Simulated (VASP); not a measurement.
# SrO (P6_3/mmc) in VASP: a series of runs, part 2 of 2

VASP 6.6.1. The steps go on from the part before.

**4. Single point, PBEsol**

This run uses another cell than the first one, of 16.82 Å³/atom, 1.042 times its volume.

The input, INCAR:

```
SYSTEM = SrO
ALGO = Normal
EDIFF = 1E-7
ENCUT = 520
GGA = PS
ISIF = 2
ISMEAR = 0
LASPH = .True.
LCHARG = .False.
LREAL = .False.
LWAVE = .False.
NBANDS = 24
NELM = 60
PREC = Accurate
SIGMA = 0.05
```

The input, KPOINTS:

```
k-points
0
Gamma
  10 10 6
  0 0 0
```

The input, POSCAR:

```
SrO
1.0
    3.5366159298      0.0000000000      0.0000000000
   -1.7683079649      3.0627992387      0.0000000000
    0.0000000000      0.0000000000      6.2130036067
Sr O
2 2
Direct
    0.0000000000      0.0000000000      0.0000000000
    0.0000000000      0.0000000000      0.5000000000
    0.3333333333      0.6666666667      0.2500000000
    0.6666666667      0.3333333333      0.7500000000
```

Potentials or basis: VASP PAW PBE potentials, release 64 (Sr_sv, O).

On the command line:

```bash
$ cat potpaw_PBE.64/Sr_sv/POTCAR potpaw_PBE.64/O/POTCAR > POTCAR
$ mpirun -np 1 vasp_std > vasp.out
```

OUTCAR:

```text
SYSTEM = SrO
   EDIFF = 1E-7
   ENCUT = 520
   GGA = PS
   ISIF = 2
   ISMEAR = 0
   LASPH = .True.
   LREAL = .False.
   NELM = 60
   PREC = Accurate

 ion  position               nearest neighbor table
   1  0.000  0.000  0.000-   3 2.57   4 2.57   4 2.57   3 2.57   4 2.57   3 2.57   2 3.11   2 3.11
                             2 4.71   2 4.71   2 4.71   2 4.71   2 4.71   2 4.71   2 4.71   2 4.71
   2  0.000  0.000  0.500-   3 2.57   4 2.57   4 2.57   3 2.57   4 2.57   3 2.57   1 3.11   1 3.11
                             1 4.71   1 4.71   1 4.71   1 4.71   1 4.71   1 4.71   1 4.71   1 4.71
   3  0.333  0.667  0.250-   1 2.57   2 2.57   1 2.57   2 2.57   1 2.57   2 2.57
   4  0.667  0.333  0.750-   1 2.57   2 2.57   1 2.57   2 2.57   1 2.57   2 2.57

  LATTYP: Found a hexagonal cell.
 ALAT       =     3.5366159298
 C/A-ratio  =     1.7567651478

  Lattice vectors:

 A1 = (   3.5366159298,   0.0000000000,   0.0000000000)
 A2 = (  -1.7683079649,   3.0627992387,   0.0000000000)
 A3 = (   0.0000000000,   0.0000000000,   6.2130036067)

Analysis of symmetry for initial positions (statically):
=====================================================================
 Subroutine PRICEL returns:
 Original cell was already a primitive cell.

 Routine SETGRP: Setting up the symmetry group for a
 hexagonal supercell.

 Subroutine GETGRP returns: Found 24 space group operations
 (whereof 12 operations were pure point group operations)
 out of a pool of 24 trial point group operations.

The static configuration has the point symmetry D_3d.
 The point group associated with its full space group is D_6h.

Analysis of symmetry for dynamics (positions and initial velocities):
=====================================================================
 Subroutine PRICEL returns:
 Original cell was already a primitive cell.

 Routine SETGRP: Setting up the symmetry group for a
 hexagonal supercell.
[... 127 lines left out ...]
   IALGO  =     38    algorithm
   IMIX   =      4    mixing-type and parameters
     AMIX     =   0.40;   BMIX     =  1.00
     AMIX_MAG =   1.60;   BMIX_MAG =  1.00
  volume/ion in A,a.u.               =      16.82       113.54
  Fermi-wavevector in a.u.,A,eV,Ry     =   1.277778  2.414651 22.214466  1.632717
  Thomas-Fermi vector in A             =   2.410358
   LORBIT       =      0    0 simple, 1 ext, 2 COOP (PROOUT), +10 PAW based schemes
   GGA     = PS    functional components
   LHFCALC =     F    Hartree Fock is set to
   AEXX    =    0.0000 exact exchange contribution
   IVDW    =     0    specifies the selected vdW correction
   LEPSILON=     F    determine dielectric tensor
   LRPA    =     F    only Hartree local field effects (RPA)
 non-spin polarized calculation
 Gauss-broadening in eV      SIGMA  =   0.05
  energy-cutoff  :      520.00
  volume of cell :       67.30
 maximum number of plane-waves:      1853
 NGX is ok and might be reduce to    28
   NGX = 13   NGY = 13   NGZ = 23

 number of electron      31.9999999 magnetization

 Free energy of the ion-electron system (eV)
  ---------------------------------------------------
  ext. energy  EPLUGINS =         0.00000000
  ---------------------------------------------------
  free energy    TOTEN  =       -24.67538425 eV

  energy without entropy =      -24.67538425  energy(sigma->0) =      -24.67538425

 E-fermi :   1.8566     XC(G=0): -10.3164

 val. band max:        1.6431427064   @ k =   0.0000   0.0000   0.0000
 cond. band min:       4.9778392335   @ k =   0.0000   0.0000   0.0000
 fundamental gap:      3.3346965271
 Fermi energy:         1.8565777830

 k-point     1 :       0.0000    0.0000    0.0000
  band No.  band energies     occupation
      1     -30.9923      2.00000
      2     -30.7586      2.00000
      3     -15.4036      2.00000
      4     -13.4315      2.00000
      5     -12.6232      2.00000
      6     -12.6232      2.00000
[... 637 lines left out ...]
     23      11.1845      0.00000
     24      12.1600      0.00000

 [... further k-points ...]

------------------------ aborting loop because EDIFF is reached ----------------------------------------

  FORCE on cell =-STRESS in cart. coord.  units (eV):
  Direction    XX          YY          ZZ          XY          YZ          ZX
  --------------------------------------------------------------------------------------
  -------------------------------------------------------------------------------------
  Total        0.2682821      0.2682821      0.3530525     -0.0000000      0.0000000      0.0000000
  in kB        6.3869611      6.3869611      8.4050799     -0.0000000      0.0000000      0.0000000
  external PRESSURE =       7.0596674 kB  Pullay stress =       0.0000000 kB

 VOLUME and BASIS-vectors are now :
 -----------------------------------------------------------------------------
  energy-cutoff  :      520.00
  volume of cell :       67.30
      direct lattice vectors                 reciprocal lattice vectors
     3.536615930  0.000000000  0.000000000     0.282756177  0.163249355  0.000000000
    -1.768307965  3.062799239  0.000000000     0.000000000  0.326498710  0.000000000
     0.000000000  0.000000000  6.213003607     0.000000000  0.000000000  0.160952747

 POSITION                                       TOTAL-FORCE (eV/Angst)
 -----------------------------------------------------------------------------------
      0.00000      0.00000      0.00000         0.000000      0.000000     -0.000000
      0.00000      0.00000      3.10650         0.000000      0.000000     -0.000000
     -0.00000      2.04187      1.55325        -0.000000      0.000000      0.000000
      1.76831      1.02093      4.65975         0.000000     -0.000000      0.000000
 -----------------------------------------------------------------------------------
    total drift:                                0.000000     -0.000000      0.000000

  FREE ENERGIE OF THE ION-ELECTRON SYSTEM (eV)
  ---------------------------------------------------
  free  energy   TOTEN  =       -24.6753842472 eV

  energy  without entropy=      -24.6753842472  energy(sigma->0) =      -24.67538425
```

OSZICAR:

```text
N       E                     dE             d eps       ncg     rms          rms(c)
DAV:   1     0.176135305977E+03    0.17614E+03   -0.16951E+04  2688   0.130E+03
DAV:   2    -0.183680316171E+02   -0.19450E+03   -0.18220E+03  3736   0.283E+02
DAV:   3    -0.283713086892E+02   -0.10003E+02   -0.99317E+01  4048   0.585E+01
DAV:   4    -0.286898080938E+02   -0.31850E+00   -0.31833E+00  3696   0.822E+00
DAV:   5    -0.286927545221E+02   -0.29464E-02   -0.29464E-02  3680   0.870E-01    0.247E+01
DAV:   6    -0.248994207155E+02    0.37933E+01   -0.19079E+01  3064   0.231E+01    0.291E+01
DAV:   7    -0.247747138385E+02    0.12471E+00   -0.13873E+00  3696   0.631E+00    0.203E+01
DAV:   8    -0.246955398289E+02    0.79174E-01   -0.71471E-01  2864   0.542E+00    0.178E+00
DAV:   9    -0.246739235475E+02    0.21616E-01   -0.86221E-02  4104   0.187E+00    0.474E-01
DAV:  10    -0.246751918432E+02   -0.12683E-02   -0.75174E-03  3232   0.479E-01    0.225E-01
DAV:  11    -0.246753572193E+02   -0.16538E-03   -0.70060E-04  3808   0.139E-01    0.291E-02
DAV:  12    -0.246753931209E+02   -0.35902E-04   -0.17595E-04  3432   0.663E-02    0.373E-02
DAV:  13    -0.246753845268E+02    0.85940E-05   -0.27411E-05  3304   0.325E-02    0.193E-02
DAV:  14    -0.246753841708E+02    0.35605E-06   -0.48003E-06  3744   0.131E-02    0.217E-03
DAV:  15    -0.246753842472E+02   -0.76392E-07   -0.22529E-07  3368   0.297E-03
   1 F= -.24675384E+02 E0= -.24675384E+02  d E =-.114800E-11
```

It took 2.4 min on 1 thread of Intel Xeon Platinum 8488C (Sapphire Rapids), shared host; peak memory 0.23 GiB.

Results:

```yaml
Free_energy: -24.6754 eV
Pressure: 0.7 GPa
Band_gap_on_the_k_mesh: 3.33 eV, direct
```

Stress tensor (GPa, compression positive):
```
0.64 0.00 0.00
0.00 0.64 0.00
0.00 0.00 0.84
```

Caveat: the PAW data sets were made with another functional, which shifts forces and pressure a little.

**5. Overview**

```tsv
cell	gap on the mesh (eV)	pressure (GPa)
a = 3.486, b = 3.486, c = 6.138 Å, angles 90.0, 90.0, 120.0°, 4 atoms	3.40	4.9
a = 3.512, b = 3.512, c = 6.176 Å, angles 90.0, 90.0, 120.0°, 4 atoms	3.37	2.7
a = 3.537, b = 3.537, c = 6.213 Å, angles 90.0, 90.0, 120.0°, 4 atoms	3.33	0.7
```

Alike in all rows: task single point; level PBEsol; potentials or basis VASP PAW PBE potentials, release 64 (Sr_sv, O); no spin polarisation; k mesh 10 × 10 × 6; cutoff (eV) 520; smearing gaussian 0.05 eV.

Caveats: the PAW data sets were made with another functional, which shifts forces and pressure a little.

Absolute energies hang on the potentials; compare differences alone.
